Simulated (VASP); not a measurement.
# FeSi (P2_13) in VASP: single point with PBE+U

Aim: the single point of FeSi with PBE+U.

Everything below comes from runs of VASP 6.6.1. Logs are shortened: lines on timing, memory, paths and dates and some standing lists are left out, and cuts for length are marked.

## Step 1: The cell of the first run

Symmetry: P2_13, No. 198, cubic system. The conventional cell has a = 4.551 Å, b = 4.551 Å, c = 4.551 Å, α = 90.00°, β = 90.00°, γ = 90.00°. Within 3.1 Å of Fe (site symmetry 3) lie 7 Si at 2.31 to 2.58 Å and 6 Fe at 2.79 Å. Si (site symmetry 3) has 7 Fe at 2.31 to 2.58 Å and 6 Si at 2.82 Å within 3.1 Å.

## Step 2: Single point, PBE+U

Input file INCAR:

```
SYSTEM = FeSi
PREC = Accurate
ENCUT = 690
EDIFF = 1E-6
ISMEAR = 0
SIGMA = 0.01
LREAL = .FALSE.
LASPH = .TRUE.
NELM = 200
ALGO = Normal
ISIF = 2
LWAVE = .FALSE.
LCHARG = .FALSE.
LMAXMIX = 4
LDAU = .TRUE.
LDAUTYPE = 2
LDAUL = 2 -1
LDAUU = 2 0
LDAUJ = 0 0
LDAUPRINT = 1
GGA = PE
NBANDS = 50
GGA_COMPAT = .FALSE.
```

Input file KPOINTS:

```
regular mesh
0
G
  8 8 8
  0 0 0
```

Input file POSCAR:

```
FeSi
1.0
    4.5507000000      0.0000000000      0.0000000000
    0.0000000000      4.5507000000      0.0000000000
    0.0000000000      0.0000000000      4.5507000000
Fe Si
4 4
Direct
    0.1327438954      0.1327438954      0.1327438954
    0.3672561046      0.8672561046      0.6327438954
    0.6327438954      0.3672561046      0.8672561046
    0.8672561046      0.6327438954      0.3672561046
    0.8392321189      0.8392321189      0.8392321189
    0.6607678811      0.1607678811      0.3392321189
    0.3392321189      0.6607678811      0.1607678811
    0.1607678811      0.3392321189      0.6607678811
```

Potentials or basis: VASP PAW PBE potentials, release 64 (Fe_sv, Si).

Started as:

```console
cat potpaw_PBE.64/Fe_sv/POTCAR potpaw_PBE.64/Si/POTCAR > POTCAR
mpirun -np 1 vasp_std > vasp.out
```

OUTCAR:

```text
SYSTEM = FeSi
   PREC = Accurate
   ENCUT = 690
   EDIFF = 1E-6
   ISMEAR = 0
   LREAL = .FALSE.
   LASPH = .TRUE.
   NELM = 200
   ISIF = 2
   GGA = PE

 ion  position               nearest neighbor table
   1  0.133  0.133  0.133-   5 2.31   6 2.35   7 2.35   8 2.35   7 2.58   8 2.58   6 2.58
   2  0.367  0.867  0.633-   6 2.31   5 2.35   7 2.35   8 2.35   7 2.58   8 2.58   5 2.58
   3  0.633  0.367  0.867-   7 2.31   6 2.35   5 2.35   8 2.35   8 2.58   6 2.58   5 2.58
   4  0.867  0.633  0.367-   8 2.31   6 2.35   7 2.35   5 2.35   6 2.58   5 2.58   7 2.58
   5  0.839  0.839  0.839-   1 2.31   2 2.35   3 2.35   4 2.35   3 2.58   4 2.58   2 2.58   6 2.82
                             7 2.82   8 2.82   6 2.82   8 2.82   7 2.82
   6  0.661  0.161  0.339-   2 2.31   1 2.35   3 2.35   4 2.35   3 2.58   4 2.58   1 2.58   8 2.82
                             5 2.82   5 2.82   7 2.82   7 2.82   8 2.82
   7  0.339  0.661  0.161-   3 2.31   2 2.35   1 2.35   4 2.35   4 2.58   2 2.58   1 2.58   8 2.82
                             5 2.82   8 2.82   6 2.82   6 2.82   5 2.82
   8  0.161  0.339  0.661-   4 2.31   2 2.35   3 2.35   1 2.35   2 2.58   1 2.58   3 2.58   7 2.82
                             5 2.82   7 2.82   5 2.82   6 2.82   6 2.82

  LATTYP: Found a simple cubic cell.
 ALAT       =     4.5507000000

  Lattice vectors:

 A1 = (   4.5507000000,   0.0000000000,   0.0000000000)
 A2 = (   0.0000000000,   4.5507000000,   0.0000000000)
 A3 = (   0.0000000000,   0.0000000000,   4.5507000000)

Analysis of symmetry for initial positions (statically):
=====================================================================
 Subroutine PRICEL returns:
 Original cell was already a primitive cell.

 Routine SETGRP: Setting up the symmetry group for a
 simple cubic supercell.

 Subroutine GETGRP returns: Found 12 space group operations
 (whereof  3 operations were pure point group operations)
 out of a pool of 48 trial point group operations.

The static configuration has the point symmetry C_3 .
 The point group associated with its full space group is T   .

Analysis of symmetry for dynamics (positions and initial velocities):
=====================================================================
[... 160 lines left out ...]
  energy-cutoff  :      690.00
  volume of cell :       94.24
 maximum number of plane-waves:      3912
   NGX = 19   NGY = 19   NGZ = 19

atom =   1  type =  1  l = 2

 onsite density matrix

spin component  1
[... 116 lines left out ...]
  o =  0.4238  v = -0.2872  0.7024 -0.1636  0.4152  0.4744  0.0000  0.0000  0.0000  0.0000  0.0000      0.0000  0.0000  0.0000  0.0000  0.0000  0.0000  0.0000  0.0000  0.0000  0.0000
  o =  0.4238  v =  0.0000  0.0000  0.0000  0.0000  0.0000 -0.2872  0.7024 -0.1636  0.4152  0.4744      0.0000  0.0000  0.0000  0.0000  0.0000  0.0000  0.0000  0.0000  0.0000  0.0000
  o =  0.4238  v =  0.6453 -0.0739  0.4744  0.5713  0.1636  0.0000  0.0000  0.0000  0.0000  0.0000      0.0000  0.0000  0.0000  0.0000  0.0000  0.0000  0.0000  0.0000  0.0000  0.0000
  o =  0.4238  v =  0.0000  0.0000  0.0000  0.0000  0.0000  0.6453 -0.0739  0.4744  0.5713  0.1636      0.0000  0.0000  0.0000  0.0000  0.0000  0.0000  0.0000  0.0000  0.0000  0.0000
  o =  0.6652  v =  0.0000  0.0000  0.0000  0.0000  0.0000  0.0047  0.3524 -0.0847  0.3571 -0.8608      0.0000  0.0000  0.0000  0.0000  0.0000  0.0000  0.0000  0.0000  0.0000  0.0000
  o =  0.6652  v =  0.0047  0.3524 -0.0847  0.3571 -0.8608  0.0000  0.0000  0.0000  0.0000  0.0000      0.0000  0.0000  0.0000  0.0000  0.0000  0.0000  0.0000  0.0000  0.0000  0.0000
  o =  0.6652  v =  0.0000  0.0000  0.0000  0.0000  0.0000 -0.4097  0.2089  0.8608 -0.2008 -0.0847      0.0000  0.0000  0.0000  0.0000  0.0000  0.0000  0.0000  0.0000  0.0000  0.0000
  o =  0.6652  v = -0.4097  0.2089  0.8608 -0.2008 -0.0847  0.0000  0.0000  0.0000  0.0000  0.0000      0.0000  0.0000  0.0000  0.0000  0.0000  0.0000  0.0000  0.0000  0.0000  0.0000
  o =  0.6723  v =  0.0000  0.0000  0.0000  0.0000  0.0000  0.5774  0.5774  0.0000 -0.5774  0.0000      0.0000  0.0000  0.0000  0.0000  0.0000  0.0000  0.0000  0.0000  0.0000  0.0000
  o =  0.6723  v =  0.5774  0.5774  0.0000 -0.5774  0.0000  0.0000  0.0000  0.0000  0.0000  0.0000      0.0000  0.0000  0.0000  0.0000  0.0000  0.0000  0.0000  0.0000  0.0000  0.0000

 number of electron      80.0000067 magnetization

 Free energy of the ion-electron system (eV)
  ---------------------------------------------------
  ext. energy  EPLUGINS =         0.00000000
  ---------------------------------------------------
  free energy    TOTEN  =       -49.60477352 eV

  energy without entropy =      -49.60477352  energy(sigma->0) =      -49.60477352

 E-fermi :  11.9432     XC(G=0): -12.7374

 val. band max:       11.8086646589   @ k =   0.2500   0.0000   0.0000
 cond. band min:      12.1950774398   @ k =   0.3750   0.0000   0.0000
 fundamental gap:      0.3864127809
 Fermi energy:        11.9431588578

 k-point     1 :       0.0000    0.0000    0.0000
  band No.  band energies     occupation
      1     -74.6444      2.00000
      2     -74.6303      2.00000
      3     -74.6303      2.00000
      4     -74.6303      2.00000
      5     -40.9883      2.00000
      6     -40.9883      2.00000
[... 1261 lines left out ...]
     49      15.7245      0.00000
     50      16.5208      0.00000

 [... further k-points ...]
[... 5 lines left out ...]
  --------------------------------------------------------------------------------------
  -------------------------------------------------------------------------------------
  Total       -8.2019043     -8.2019043     -8.2019043      0.0000000      0.0000000      0.0000000
  in kB     -139.4410561   -139.4410561   -139.4410561      0.0000000      0.0000000      0.0000000
  external PRESSURE =    -139.4410561 kB  Pullay stress =       0.0000000 kB

 VOLUME and BASIS-vectors are now :
 -----------------------------------------------------------------------------
  energy-cutoff  :      690.00
  volume of cell :       94.24
      direct lattice vectors                 reciprocal lattice vectors
     4.550700000  0.000000000  0.000000000     0.219746413  0.000000000  0.000000000
     0.000000000  4.550700000  0.000000000     0.000000000  0.219746413  0.000000000
     0.000000000  0.000000000  4.550700000     0.000000000  0.000000000  0.219746413

 POSITION                                       TOTAL-FORCE (eV/Angst)
 -----------------------------------------------------------------------------------
      0.60408      0.60408      0.60408        -0.002791     -0.002791     -0.002791
      1.67127      3.94662      2.87943         0.002791      0.002791     -0.002791
      2.87943      1.67127      3.94662        -0.002791      0.002791      0.002791
      3.94662      2.87943      1.67127         0.002791     -0.002791      0.002791
      3.81909      3.81909      3.81909         0.002518      0.002518      0.002518
      3.00696      0.73161      1.54374        -0.002518     -0.002518      0.002518
      1.54374      3.00696      0.73161         0.002518     -0.002518     -0.002518
      0.73161      1.54374      3.00696        -0.002518      0.002518     -0.002518
 -----------------------------------------------------------------------------------
    total drift:                               -0.000001     -0.000001     -0.000000

  FREE ENERGIE OF THE ION-ELECTRON SYSTEM (eV)
  ---------------------------------------------------
  free  energy   TOTEN  =       -49.6047735245 eV

  energy  without entropy=      -49.6047735245  energy(sigma->0) =      -49.60477352
```

OSZICAR:

```text
N       E                     dE             d eps       ncg     rms          rms(c)
DAV:   1     0.187653179995E+04    0.18765E+04   -0.51266E+04  4500   0.260E+03
DAV:   2     0.135502194172E+03   -0.17410E+04   -0.17053E+04  4500   0.906E+02
DAV:   3    -0.439295395319E+02   -0.17943E+03   -0.16999E+03  5796   0.347E+02
DAV:   4    -0.561276240134E+02   -0.12198E+02   -0.11618E+02  6648   0.113E+02
DAV:   5    -0.566860517590E+02   -0.55843E+00   -0.55101E+00  6744   0.218E+01    0.310E+01
DAV:   6    -0.650249593413E+02   -0.83389E+01   -0.17293E+02  6574   0.137E+02    0.469E+01
DAV:   7    -0.492832732377E+02    0.15742E+02   -0.62488E+01  6400   0.941E+01    0.808E+00
DAV:   8    -0.496114899186E+02   -0.32822E+00   -0.38160E+00  5454   0.105E+01    0.413E+00
DAV:   9    -0.495789865752E+02    0.32503E-01   -0.22504E-01  7090   0.473E+00    0.232E+00
DAV:  10    -0.496046024372E+02   -0.25616E-01   -0.68759E-02  6716   0.189E+00    0.652E-01
DAV:  11    -0.496046455498E+02   -0.43113E-04   -0.15807E-02  5870   0.137E+00    0.253E-01
DAV:  12    -0.496047619147E+02   -0.11636E-03   -0.17295E-03  5270   0.444E-01    0.574E-02
DAV:  13    -0.496047786763E+02   -0.16762E-04   -0.17815E-04  7320   0.105E-01    0.432E-02
DAV:  14    -0.496047736511E+02    0.50252E-05   -0.27870E-05  5114   0.269E-02    0.869E-03
DAV:  15    -0.496047735245E+02    0.12659E-06   -0.23489E-06  3870   0.142E-02
   1 F= -.49604774E+02 E0= -.49604774E+02  d E =-.182863E-82
```

It took 4.8 min on 1 thread of Intel Xeon Platinum 8259CL at 2.50GHz (Skylake/Cascade Lake), shared host; peak memory 0.38 GiB.

What came out:

- Free energy: -49.6048 eV
- Pressure: -13.9 GPa
- Largest force: 0.005 eV/Å
- Band gap on the k mesh: 0.39 eV (least direct gap 0.40 eV)

Forces in eV/Å, atoms in the order of the input:
```
Fe  -0.003 -0.003 -0.003
Fe   0.003  0.003 -0.003
Fe  -0.003  0.003  0.003
Fe   0.003 -0.003  0.003
Si   0.003  0.003  0.003
Si  -0.003 -0.003  0.003
Si   0.003 -0.003 -0.003
Si  -0.003  0.003 -0.003
```

Eigenvalues of the final occupation matrices:
```csv
site,spin,trace,eigenvalues
site 1 d,1,2.85,0.42 0.42 0.67 0.67 0.67
site 1 d,2,2.85,0.42 0.42 0.67 0.67 0.67
site 2 d,1,2.85,0.42 0.42 0.67 0.67 0.67
site 2 d,2,2.85,0.42 0.42 0.67 0.67 0.67
site 3 d,1,2.85,0.42 0.42 0.67 0.67 0.67
site 3 d,2,2.85,0.42 0.42 0.67 0.67 0.67
site 4 d,1,2.85,0.42 0.42 0.67 0.67 0.67
site 4 d,2,2.85,0.42 0.42 0.67 0.67 0.67
```

Caveat: the cell stands under tension; the U is typed as a test and isn't derived for this compound.
